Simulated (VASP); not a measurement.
# BAs (F-43m) in VASP: single point with HSE06

Aim: the single point of BAs with HSE06.

Program: VASP 6.6.1. These are calculated values, not measurements. Logs are shortened: lines on timing, memory, paths and dates and some standing lists are left out, and cuts for length are marked.

### Step 1. The cell of the first run

It takes space group F-43m (No. 216, cubic). Conventional cell: a = 4.784 Å, b = 4.784 Å, c = 4.784 Å, α = 90.00°, β = 90.00°, γ = 90.00°. B (site symmetry -43m) has 4 As at 2.07 Å within 2.7 Å. Within 2.7 Å of As (site symmetry -43m) lie 4 B at 2.07 Å.

### Step 2. Single point, HSE06, non-collinear spin, zero start, spin-orbit coupling

The input, POSCAR:

```
BAs
1.0
    0.0000000000      2.3918677353      2.3918677353
    2.3918677353      0.0000000000      2.3918677353
    2.3918677353      2.3918677353      0.0000000000
B As
1 1
Direct
    0.0000000000      0.0000000000      0.0000000000
    0.2500000000      0.2500000000      0.2500000000
```

The input, INCAR.step1:

```
SYSTEM = BAs
PREC = Accurate
ENCUT = 520
EDIFF = 1E-5
ISMEAR = 0
SIGMA = 0.01
LREAL = .FALSE.
LASPH = .TRUE.
NELM = 150
ALGO = Normal
ISIF = 2
LWAVE = .TRUE.
LCHARG = .FALSE.
MAGMOM = 0 0 0 0 0 0
LORBIT = 11
LSORBIT = .TRUE.
GGA_COMPAT = .FALSE.
LORBMOM = .TRUE.
NBANDS = 20
GGA = PE
```

The input, INCAR.step2:

```
SYSTEM = BAs
PREC = Accurate
ENCUT = 520
EDIFF = 1E-7
ISMEAR = 0
SIGMA = 0.01
LREAL = .FALSE.
LASPH = .TRUE.
NELM = 150
ALGO = Normal
ISIF = 2
LWAVE = .FALSE.
LCHARG = .FALSE.
MAGMOM = 0 0 0 0 0 0
LORBIT = 11
LSORBIT = .TRUE.
GGA_COMPAT = .FALSE.
LORBMOM = .TRUE.
GGA = PE
LHFCALC = .TRUE.
HFSCREEN = 0.2079
PRECFOCK = Normal
NBANDS = 20
ISTART = 1
```

The input, KPOINTS:

```
Automatic mesh
0
G
  6 6 6
  0 0 0
```

Potentials or basis: VASP PAW PBE potentials, release 64 (B, As).

On the command line:

```bash
$ cat potpaw_PBE.64/B/POTCAR potpaw_PBE.64/As/POTCAR > POTCAR
$ cp INCAR.step1 INCAR
$ mpirun -np 1 vasp_ncl > vasp.out
$ cp INCAR.step2 INCAR
$ mpirun -np 1 vasp_ncl > vasp.out
```

OUTCAR:

```text
SYSTEM = BAs
   PREC = Accurate
   ENCUT = 520
   EDIFF = 1E-7
   ISMEAR = 0
   LREAL = .FALSE.
   LASPH = .TRUE.
   NELM = 150
   ISIF = 2
   LORBIT = 11
   LSORBIT = .TRUE.
   GGA = PE
   LHFCALC = .TRUE.
   HFSCREEN = 0.2079
   PRECFOCK = Normal
   ISTART = 1

 ion  position               nearest neighbor table
   1  0.000  0.000  0.000-   2 2.07   2 2.07   2 2.07   2 2.07
   2  0.250  0.250  0.250-   1 2.07   1 2.07   1 2.07   1 2.07

  LATTYP: Found a face centered cubic cell.
 ALAT       =     4.7837354706

  Lattice vectors:

 A1 = (   0.0000000000,   2.3918677353,   2.3918677353)
 A2 = (   2.3918677353,   0.0000000000,   2.3918677353)
 A3 = (   2.3918677353,   2.3918677353,   0.0000000000)

Analysis of symmetry for initial positions (statically):
=====================================================================
 Subroutine PRICEL returns:
 Original cell was already a primitive cell.

 Routine SETGRP: Setting up the symmetry group for a
 face centered cubic supercell.

 Subroutine GETGRP returns: Found 24 space group operations
 (whereof 24 operations were pure point group operations)
 out of a pool of 48 trial point group operations.

The static configuration has the point symmetry T_d .

Analysis of symmetry for dynamics (positions and initial velocities):
=====================================================================
 Subroutine PRICEL returns:
 Original cell was already a primitive cell.

 Routine SETGRP: Setting up the symmetry group for a
 face centered cubic supercell.

 Subroutine GETGRP returns: Found 24 space group operations
 (whereof 24 operations were pure point group operations)
 out of a pool of 48 trial point group operations.

The dynamic configuration has the point symmetry T_d .

Analysis of structural, dynamic, and magnetic symmetry:
=====================================================================
 Subroutine PRICEL returns:
 Original cell was already a primitive cell.

 Routine SETGRP: Setting up the symmetry group for a
 face centered cubic supercell.

 Subroutine GETGRP returns: Found 24 space group operations
 (whereof 24 operations were pure point group operations)
 out of a pool of 48 trial point group operations.

The overall configuration has the point symmetry T_d .

 Subroutine INISYM returns: Found 24 space group operations
 (whereof 24 operations are pure point group operations),
 and found     1 'primitive' translations

----------------------------------------------------------------------------------------

                                     Primitive cell

  volume of cell :      27.3679

  direct lattice vectors                    reciprocal lattice vectors
     0.000000000  2.391867735  2.391867735    -0.209041659  0.209041659  0.209041659
     2.391867735  0.000000000  2.391867735     0.209041659 -0.209041659  0.209041659
     2.391867735  2.391867735  0.000000000     0.209041659  0.209041659 -0.209041659

  length of vectors
     3.382611791  3.382611791  3.382611791     0.362070775  0.362070775  0.362070775

  position of ions in fractional coordinates (direct lattice)
     0.000000000  0.000000000  0.000000000
     0.250000000  0.250000000  0.250000000

  ion indices of the primitive-cell ions
   primitive index   ion index
                 1           1
                 2           2

----------------------------------------------------------------------------------------

 KPOINTS: Automatic mesh

Automatic generation of k-mesh.
 Grid dimensions read from file:
 generate k-points for:    6    6    6

 Generating k-lattice:

[... 98 lines left out ...]
  energy-cutoff  :      520.00
  volume of cell :       27.37
 maximum number of plane-waves:      1508
 NGX is ok and might be reduce to    28
  NGX = 20; NGY = 20; NGZ = 20

 number of electron       8.0000000 magnetization      -0.0000000     -0.0000000     -0.0000000

 number of electron       8.0000000 magnetization       0.0000000      0.0000000      0.0000000

 Free energy of the ion-electron system (eV)
  ---------------------------------------------------
  ext. energy  EPLUGINS =         0.00000000
  ---------------------------------------------------
  free energy    TOTEN  =       -13.25213484 eV

  energy without entropy =      -13.25213484  energy(sigma->0) =      -13.25213484

 E-fermi :   5.8189     XC(G=0):  -8.7458

 val. band max:        5.7412857413   @ k =   0.0000   0.0000   0.0000
 cond. band min:       7.6174899832   @ k =   0.3333   0.3333   0.0000
 fundamental gap:      1.8762042419
 Fermi energy:         5.8188892723

 k-point     1 :       0.0000    0.0000    0.0000
  band No.  band energies     occupation
      1     -11.2426      1.00000
      2     -11.2426      1.00000
      3       5.5115      1.00000
      4       5.5115      1.00000
      5       5.7413      1.00000
      6       5.7413      1.00000
[... 495 lines left out ...]
     19      22.6356      0.00000
     20      22.8523      0.00000

------------------------ aborting loop because EDIFF is reached ----------------------------------------

  FORCE on cell =-STRESS in cart. coord.  units (eV):
  Direction    XX          YY          ZZ          XY          YZ          ZX
  --------------------------------------------------------------------------------------
  -------------------------------------------------------------------------------------
  Total       -0.1992344     -0.1992344     -0.1992344     -0.0000000     -0.0000000     -0.0000000
  in kB      -11.6636201    -11.6636201    -11.6636201     -0.0000000     -0.0000000     -0.0000000
  external PRESSURE =     -11.6636201 kB  Pullay stress =       0.0000000 kB

 VOLUME and BASIS-vectors are now :
 -----------------------------------------------------------------------------
  energy-cutoff  :      520.00
  volume of cell :       27.37
      direct lattice vectors                 reciprocal lattice vectors
     0.000000000  2.391867735  2.391867735    -0.209041659  0.209041659  0.209041659
     2.391867735  0.000000000  2.391867735     0.209041659 -0.209041659  0.209041659
     2.391867735  2.391867735  0.000000000     0.209041659  0.209041659 -0.209041659

 POSITION                                       TOTAL-FORCE (eV/Angst)
 -----------------------------------------------------------------------------------
      0.00000      0.00000      0.00000        -0.000000     -0.000000     -0.000000
      1.19593      1.19593      1.19593         0.000000      0.000000      0.000000
 -----------------------------------------------------------------------------------
    total drift:                                0.000000      0.000000     -0.000000

  FREE ENERGIE OF THE ION-ELECTRON SYSTEM (eV)
  ---------------------------------------------------
  free  energy   TOTEN  =       -13.2521348447 eV

  energy  without entropy=      -13.2521348447  energy(sigma->0) =      -13.25213484

 orbital moment (x)

 # of ion     p       d       tot
 ----------------------------------------
  1        -0.000   0.000  -0.000
  2         0.000   0.000   0.000
 ----------------------------------------
           -0.000   0.000   0.000

 orbital moment (y)

 # of ion     p       d       tot
 ----------------------------------------
  1        -0.000   0.000  -0.000
  2         0.000   0.000   0.000
 ----------------------------------------
           -0.000   0.000   0.000

 orbital moment (z)

 # of ion     p       d       tot
 ----------------------------------------
  1        -0.000   0.000  -0.000
  2         0.000   0.000   0.000
 ----------------------------------------
           -0.000   0.000   0.000

 Spin-Orbit-Coupling matrix elements

 Ion:    1  E_soc:     -0.0000076
 l=   1
     0.0000000    -0.0000013    -0.0000013
    -0.0000013     0.0000000    -0.0000013
    -0.0000013    -0.0000013     0.0000000
 l=   2
     0.0000000     0.0000000     0.0000000     0.0000000     0.0000000
     0.0000000     0.0000000     0.0000000     0.0000000     0.0000000
     0.0000000     0.0000000     0.0000000     0.0000000     0.0000000
     0.0000000     0.0000000     0.0000000     0.0000000     0.0000000
     0.0000000     0.0000000     0.0000000     0.0000000     0.0000000
 l=   3
     0.0000000     0.0000000     0.0000000     0.0000000     0.0000000     0.0000000     0.0000000
     0.0000000     0.0000000     0.0000000     0.0000000     0.0000000     0.0000000     0.0000000
     0.0000000     0.0000000     0.0000000     0.0000000     0.0000000     0.0000000     0.0000000
     0.0000000     0.0000000     0.0000000     0.0000000     0.0000000     0.0000000     0.0000000
     0.0000000     0.0000000     0.0000000     0.0000000     0.0000000     0.0000000     0.0000000
     0.0000000     0.0000000     0.0000000     0.0000000     0.0000000     0.0000000     0.0000000
     0.0000000     0.0000000     0.0000000     0.0000000     0.0000000     0.0000000     0.0000000

 Ion:    2  E_soc:     -0.0204171
 l=   1
     0.0000000    -0.0033751    -0.0033751
    -0.0033751     0.0000000    -0.0033751
    -0.0033751    -0.0033751     0.0000000
 l=   2
     0.0000000    -0.0000146     0.0000000    -0.0000146    -0.0000132
    -0.0000146     0.0000000    -0.0000099    -0.0000146    -0.0000033
     0.0000000    -0.0000099     0.0000000    -0.0000099     0.0000000
    -0.0000146    -0.0000146    -0.0000099     0.0000000    -0.0000033
    -0.0000132    -0.0000033     0.0000000    -0.0000033     0.0000000
 l=   3
     0.0000000     0.0000000     0.0000000     0.0000000     0.0000000     0.0000000     0.0000000
     0.0000000     0.0000000     0.0000000     0.0000000     0.0000000     0.0000000     0.0000000
     0.0000000     0.0000000     0.0000000     0.0000000     0.0000000     0.0000000     0.0000000
     0.0000000     0.0000000     0.0000000     0.0000000     0.0000000     0.0000000     0.0000000
     0.0000000     0.0000000     0.0000000     0.0000000     0.0000000     0.0000000     0.0000000
     0.0000000     0.0000000     0.0000000     0.0000000     0.0000000     0.0000000     0.0000000
     0.0000000     0.0000000     0.0000000     0.0000000     0.0000000     0.0000000     0.0000000

 total charge

# of ion       s       p       d       tot
------------------------------------------
    1        0.655   1.170   0.000   1.825
    2        1.186   1.697   0.092   2.975
--------------------------------------------------
tot          1.841   2.867   0.092   4.800

 magnetization (x)

# of ion       s       p       d       tot
------------------------------------------
    1        0.000   0.000   0.000   0.000
    2        0.000   0.000   0.000   0.000
--------------------------------------------------
tot          0.000   0.000   0.000   0.000

 magnetization (y)

# of ion       s       p       d       tot
------------------------------------------
    1        0.000   0.000   0.000   0.000
    2        0.000   0.000   0.000   0.000
--------------------------------------------------
tot          0.000   0.000   0.000   0.000

 magnetization (z)

# of ion       s       p       d       tot
------------------------------------------
    1       -0.000   0.000   0.000   0.000
    2        0.000   0.000  -0.000   0.000
--------------------------------------------------
tot         -0.000   0.000  -0.000   0.000
```

Wall time 71 min (1 thread of Oxide Virtual Turin-like, shared host); peak memory 0.33 GiB.

Results:

```yaml
Free_energy: -13.2521 eV
Pressure: -1.2 GPa
Net_moment: 0.00 μB per cell
Valence_electrons_inside_the_program's_atomic_spheres: B 1.82; As 2.98
```

Moments on the atoms (μB; x, y, z):
```
B   0.00 0.00 0.00
As  0.00 0.00 0.00
```

Caveat: the k points lie up to 0.38 Å⁻¹ apart; the PAW data sets were made with another functional, which shifts forces and pressure a little.
